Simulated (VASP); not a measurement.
# CdS (P2_1) in VASP: notebook

The runs below take CdS through single point, with PBE.

Program: VASP 6.6.1. These are calculated values, not measurements. Logs are shortened: lines on timing, memory, paths and dates and some standing lists are left out, and cuts for length are marked.

**1. The cell of the first run**

It takes space group P2_1 (No. 4, monoclinic). The conventional cell has a = 4.108 Å, b = 6.749 Å, c = 4.135 Å, α = 90.00°, β = 119.35°, γ = 90.00°. Cd (site symmetry 1) has 4 S at 2.50 to 2.60 Å within 3.3 Å. Within 3.3 Å of S (site symmetry 1) lie 4 Cd at 2.50 to 2.60 Å.

**2. Single point, PBE (strain +0.0150 x Voigt [0, 0, 0, 0, 0, 1])**

Contents of INCAR:

```
  PREC = Accurate
  ENCUT = 520
  EDIFF = 1E-6
  ISMEAR = 0
  SIGMA = 0.05
  LREAL = F
  LASPH = T
  NELM = 60
  ALGO = Normal
  ISIF = 2
  LWAVE = F
  LCHARG = T
  GGA = PE
  LELF = T
  LVHAR = T
  NBANDS = 26
```

Contents of KPOINTS:

```
Automatic mesh
0
Gamma
  12 12 4
```

Contents of POSCAR:

```
CdS
1.0
    4.1347992034      0.0310109940      0.0000000000
   -2.0405432931      3.5653356527      0.0000000000
    0.0000000000      0.0000000000      6.7490000000
Cd S
2 2
Direct
    0.3333333333      0.6666666667      0.0000000000
    0.6666666667      0.3333333333      0.5000000000
    0.3333333333      0.6666666667      0.3850000000
    0.6666666667      0.3333333333      0.8850000000
```

Potentials or basis: VASP PAW PBE potentials, release 64 (Cd, S).

Started as:

```console
$ cat potpaw_PBE.64/Cd/POTCAR potpaw_PBE.64/S/POTCAR > POTCAR
$ mpirun -np 1 vasp_std > vasp.out
```

OUTCAR:

```text
PREC = Accurate
   ENCUT = 520
   EDIFF = 1E-6
   ISMEAR = 0
   LREAL = F
   LASPH = T
   NELM = 60
   ISIF = 2
   GGA = PE

 ion  position               nearest neighbor table
   1  0.333  0.667  0.000-   4 2.50   4 2.51   4 2.52   3 2.60
   2  0.667  0.333  0.500-   3 2.50   3 2.51   3 2.52   4 2.60
   3  0.333  0.667  0.385-   2 2.50   2 2.51   2 2.52   1 2.60
   4  0.667  0.333  0.885-   1 2.50   1 2.51   1 2.52   2 2.60

  Warning from LATTYP: Monoclinic adjustment (A1->A3, A2->A1, A3->A2)!
  LATTYP: Found a simple monoclinic cell.
 ALAT       =     4.1079721576
 B/A-ratio  =     1.6429030532
 C/A-ratio  =     1.0065587921
 COS(beta)  =    -0.4902045493

  Lattice vectors:

 A1 = (  -2.0405432931,   3.5653356527,   0.0000000000)
 A2 = (   0.0000000000,   0.0000000000,   6.7490000000)
 A3 = (   4.1347992034,   0.0310109940,   0.0000000000)

Analysis of symmetry for initial positions (statically):
=====================================================================
 Subroutine PRICEL returns:
 Original cell was already a primitive cell.

 Routine SETGRP: Setting up the symmetry group for a
 simple monoclinic supercell.

 Subroutine GETGRP returns: Found  2 space group operations
 (whereof  1 operations were pure point group operations)
 out of a pool of  4 trial point group operations.

The static configuration has the point symmetry C_1 .
 The point group associated with its full space group is C_2 .

Analysis of symmetry for dynamics (positions and initial velocities):
=====================================================================
 Subroutine PRICEL returns:
 Original cell was already a primitive cell.

 Routine SETGRP: Setting up the symmetry group for a
 simple monoclinic supercell.

 Subroutine GETGRP returns: Found  2 space group operations
 (whereof  1 operations were pure point group operations)
 out of a pool of  4 trial point group operations.

The dynamic configuration has the point symmetry C_1 .
 The point group associated with its full space group is C_2 .

 Subroutine INISYM returns: Found  2 space group operations
 (whereof  1 operations are pure point group operations),
 and found     1 'primitive' translations

----------------------------------------------------------------------------------------

                                     Primitive cell

  volume of cell :      99.9205

  direct lattice vectors                    reciprocal lattice vectors
     4.134799203  0.031010994  0.000000000     0.240816019  0.137825877  0.000000000
    -2.040543293  3.565335653  0.000000000    -0.002094598  0.279279703  0.000000000
     0.000000000  0.000000000  6.749000000     0.000000000  0.000000000  0.148170099

  length of vectors
     4.134915493  4.107972158  6.749000000     0.277467705  0.279287558  0.148170099

  position of ions in fractional coordinates (direct lattice)
     0.333333333  0.666666667  0.000000000
     0.666666667  0.333333333  0.500000000
     0.333333333  0.666666667  0.385000000
     0.666666667  0.333333333  0.885000000

  ion indices of the primitive-cell ions
   primitive index   ion index
                 1           1
                 2           2
                 3           3
                 4           4

----------------------------------------------------------------------------------------

 KPOINTS: Automatic mesh

Automatic generation of k-mesh.
 Grid dimensions read from file:
 generate k-points for:   12   12    4

 Generating k-lattice:

  Cartesian coordinates                     Fractional coordinates (reciprocal lattice)
     0.020068002  0.011485490  0.000000000     0.083333333  0.000000000  0.000000000
    -0.000174550  0.023273309  0.000000000     0.000000000  0.083333333  0.000000000
     0.000000000  0.000000000  0.037042525     0.000000000  0.000000000  0.250000000

  Length of vectors
     0.023122309  0.023273963  0.037042525

  Shift w.r.t. Gamma in fractional coordinates (k-lattice)
     0.000000000  0.000000000  0.000000000

 Subroutine IBZKPT returns following result:
 ===========================================

 Found    222 irreducible k-points:

 Following reciprocal coordinates:
            Coordinates               Weight
  0.000000  0.000000  0.000000      1.000000
  0.083333  0.000000  0.000000      2.000000
  0.166667  0.000000  0.000000      2.000000
  0.250000  0.000000  0.000000      2.000000
  0.333333  0.000000  0.000000      2.000000
  0.416667  0.000000  0.000000      2.000000
[... 16 lines left out ...]
  0.250000  0.166667  0.000000      2.000000
  0.333333  0.166667  0.000000      2.000000
 [... further k-points ...]
   k-points           NKPTS =    222   k-points in BZ     NKDIM =    222   number of bands    NBANDS=     26
   number of dos      NEDOS =    301   number of ions     NIONS =      4
   total plane-waves  NPLWV =  51200
   dimension x,y,z NGX =    32 NGY =   32 NGZ =   50
   dimension x,y,z NGXF=    64 NGYF=   64 NGZF=  100
   ions per type =               2   2
   NGX,Y,Z   is equivalent  to a cutoff of  12.87, 12.95, 12.32 a.u.
   NGXF,Y,Z  is equivalent  to a cutoff of  25.73, 25.90, 24.63 a.u.
 SYSTEM =  unknown system
   PREC   = accura    normal or accurate (medium, high low for compatibility)
   ISTART =      0    job   : 0-new  1-cont  2-samecut
   ICHARG =      2    charge: 1-file 2-atom 10-const
   ISPIN  =      1    spin polarized calculation?
   LNONCOLLINEAR =      F non collinear calculations
   LSORBIT =      F    spin-orbit coupling
   LASPH  =      T    aspherical Exc in radial PAW
   ENCUT  =  520.0 eV  38.22 Ry    6.18 a.u.   7.69  7.64 12.55*2*pi/ulx,y,z
   NELM   =     60;   NELMIN=  2; NELMDL= -5     # of ELM steps
   EDIFF  = 0.1E-05   stopping-criterion for ELM
   LREAL  =      F    real-space projection
[... 7 lines left out ...]
   TEBEG  =    0.0;   TEEND  =   0.0 temperature during run
   PSTRESS=    0.0 pullay stress
   NELECT =      36.0000    total number of electrons
   NUPDOWN=      -1.0000    fix difference up-down
   EMIN   =  10.00;   EMAX   =-10.00  energy-range for DOS
   EFERMI =   0.00;   METHOD = LEGACY
   ISMEAR =     0;   SIGMA  =   0.05  broadening in eV -4-tet -1-fermi 0-gaus
   EFERMI_NEDOS =   21; number of points for ismear=-14 and -15
   IALGO  =     38    algorithm
   IMIX   =      4    mixing-type and parameters
     AMIX     =   0.40;   BMIX     =  1.00
     AMIX_MAG =   1.60;   BMIX_MAG =  1.00
  volume/ion in A,a.u.               =      24.98       168.57
  Fermi-wavevector in a.u.,A,eV,Ry     =   1.164906  2.201353 18.463184  1.357006
  Thomas-Fermi vector in A             =   2.301438
   LORBIT       =      0    0 simple, 1 ext, 2 COOP (PROOUT), +10 PAW based schemes
   GGA     = PE    functional components
   LHFCALC =     F    Hartree Fock is set to
   AEXX    =    0.0000 exact exchange contribution
   IVDW    =     0    specifies the selected vdW correction
   LEPSILON=     F    determine dielectric tensor
   LRPA    =     F    only Hartree local field effects (RPA)
 non-spin polarized calculation
 Gauss-broadening in eV      SIGMA  =   0.05
  energy-cutoff  :      520.00
  volume of cell :       99.92
 maximum number of plane-waves:      2722
   NGX = 15   NGY = 15   NGZ = 25

 number of electron      35.9999994 magnetization

 Free energy of the ion-electron system (eV)
  ---------------------------------------------------
  ext. energy  EPLUGINS =         0.00000000
  ---------------------------------------------------
  free energy    TOTEN  =       -12.23900791 eV

  energy without entropy =      -12.23900791  energy(sigma->0) =      -12.23900791

 E-fermi :   1.4743     XC(G=0):  -9.1100

 val. band max:        1.2705604263   @ k =   0.0000   0.0000   0.0000
 cond. band min:       2.4767428074   @ k =   0.0000   0.0000   0.0000
 fundamental gap:      1.2061823810
 Fermi energy:         1.4742822810

 k-point     1 :       0.0000    0.0000    0.0000
  band No.  band energies     occupation
      1     -11.0844      2.00000
      2     -10.6738      2.00000
      3      -6.4575      2.00000
      4      -6.4498      2.00000
      5      -6.3924      2.00000
      6      -6.3845      2.00000
[... 18 lines left out ...]
     25       8.8696      0.00000
     26       8.9205      0.00000

 k-point     2 :       0.0833    0.0000    0.0000
  band No.  band energies     occupation
      1     -11.0596      2.00000
      2     -10.6619      2.00000
      3      -6.4458      2.00000
      4      -6.4372      2.00000
      5      -6.3812      2.00000
      6      -6.3708      2.00000
[... 18 lines left out ...]
     25       8.8372      0.00000
     26       9.0170      0.00000

 k-point     3 :       0.1667    0.0000    0.0000
  band No.  band energies     occupation
      1     -10.9905      2.00000
      2     -10.6304      2.00000
      3      -6.4151      2.00000
      4      -6.4017      2.00000
      5      -6.3434      2.00000
      6      -6.3309      2.00000
[... 18 lines left out ...]
     25       8.6997      0.00000
     26       9.4477      0.00000

 k-point     4 :       0.2500    0.0000    0.0000
  band No.  band energies     occupation
      1     -10.8925      2.00000
      2     -10.5904      2.00000
      3      -6.3770      2.00000
      4      -6.3658      2.00000
      5      -6.2762      2.00000
      6      -6.2544      2.00000
[... 18 lines left out ...]
     25       9.1511      0.00000
     26       9.7763      0.00000
[... 496 lines left out ...]
      1     -10.8411      2.00000
      2     -10.5722      2.00000
      3      -6.3688      2.00000
      4      -6.3357      2.00000
      5      -6.2510      2.00000
      6      -6.2310      2.00000
[... 18 lines left out ...]
     25       9.3597      0.00000
     26       9.9742      0.00000

 k-point    23 :       0.2500    0.1667    0.0000
  band No.  band energies     occupation
      1     -10.7477      2.00000
      2     -10.5464      2.00000
      3      -6.3531      2.00000
      4      -6.3012      2.00000
      5      -6.2061      2.00000
      6      -6.1757      2.00000
[... 18 lines left out ...]
     25       9.2075      0.00000
     26      10.3103      0.00000

 k-point    24 :       0.3333    0.1667    0.0000
  band No.  band energies     occupation
      1     -10.6703      2.00000
      2     -10.5361      2.00000
      3      -6.3455      2.00000
      4      -6.2787      2.00000
      5      -6.1758      2.00000
      6      -6.1245      2.00000
[... 18 lines left out ...]
     25       9.8015      0.00000
     26      10.3857      0.00000

 [... further k-points ...]
[... 5 lines left out ...]
  --------------------------------------------------------------------------------------
  -------------------------------------------------------------------------------------
  Total        2.2905744      2.2831238      0.8318907     -0.4089799      0.0000000      0.0000000
  in kB       36.7282735     36.6088060     13.3389723     -6.5577978      0.0000000      0.0000000
  external PRESSURE =      28.8920173 kB  Pullay stress =       0.0000000 kB

 VOLUME and BASIS-vectors are now :
 -----------------------------------------------------------------------------
  energy-cutoff  :      520.00
  volume of cell :       99.92
      direct lattice vectors                 reciprocal lattice vectors
     4.134799203  0.031010994  0.000000000     0.240816019  0.137825877  0.000000000
    -2.040543293  3.565335653  0.000000000    -0.002094598  0.279279703  0.000000000
     0.000000000  0.000000000  6.749000000     0.000000000  0.000000000  0.148170099

 POSITION                                       TOTAL-FORCE (eV/Angst)
 -----------------------------------------------------------------------------------
      0.01790      2.38723      0.00000        -0.101248      0.002220      0.270520
      2.07635      1.20912      3.37450         0.101248     -0.002220      0.270520
      0.01790      2.38723      2.59836        -0.118977      0.002199     -0.270520
      2.07635      1.20912      5.97286         0.118977     -0.002199     -0.270520
 -----------------------------------------------------------------------------------
    total drift:                               -0.000000     -0.000000     -0.000582

  FREE ENERGIE OF THE ION-ELECTRON SYSTEM (eV)
  ---------------------------------------------------
  free  energy   TOTEN  =       -12.2390079067 eV

  energy  without entropy=      -12.2390079067  energy(sigma->0) =      -12.23900791
```

Wall time 10 min (1 thread of AMD EPYC 7R43 (Zen 3), shared host); peak memory 0.53 GiB.

Results:

```yaml
Free_energy: -12.2390 eV
Pressure: 2.9 GPa
Largest_force: 0.296 eV/Å
Band_gap_on_the_k_mesh: 1.21 eV, direct
```

Forces on the atoms (eV/Å):
```
Cd  -0.101  0.002  0.271
Cd   0.101 -0.002  0.271
S   -0.119  0.002 -0.271
S    0.119 -0.002 -0.271
```

Levels at points of the mesh, in eV from the valence-band top:
```tsv
k point	band 15	band 16	band 17	band 18	band 19	band 20	band 21	band 22
(0.00, 0.00, 0.00)	-0.70	-0.06	-0.05	0.00	1.21	2.70	6.40	6.54
(0.50, 0.00, 0.00)	-2.59	-1.83	-1.23	-0.81	3.74	3.93	5.09	6.34
(0.00, 0.50, 0.00)	-2.57	-1.88	-1.23	-0.85	3.70	3.85	5.10	6.37
(0.50, 0.50, 0.00)	-2.54	-1.93	-1.24	-0.90	3.66	3.77	5.10	6.40
(0.00, 0.00, 0.50)	-0.40	-0.40	-0.36	-0.36	2.80	2.80	6.11	6.11
(0.50, 0.00, 0.50)	-1.34	-1.34	-1.30	-1.30	3.53	3.53	5.30	5.30
(0.00, 0.50, 0.50)	-1.39	-1.39	-1.29	-1.29	3.50	3.50	5.28	5.28
(0.50, 0.50, 0.50)	-1.44	-1.44	-1.29	-1.29	3.46	3.46	5.27	5.27
```

Caveat: the cell differs from its parent crystal (strain +0.0150 x Voigt [0, 0, 0, 0, 0, 1]).

[end of part 1 of 2]
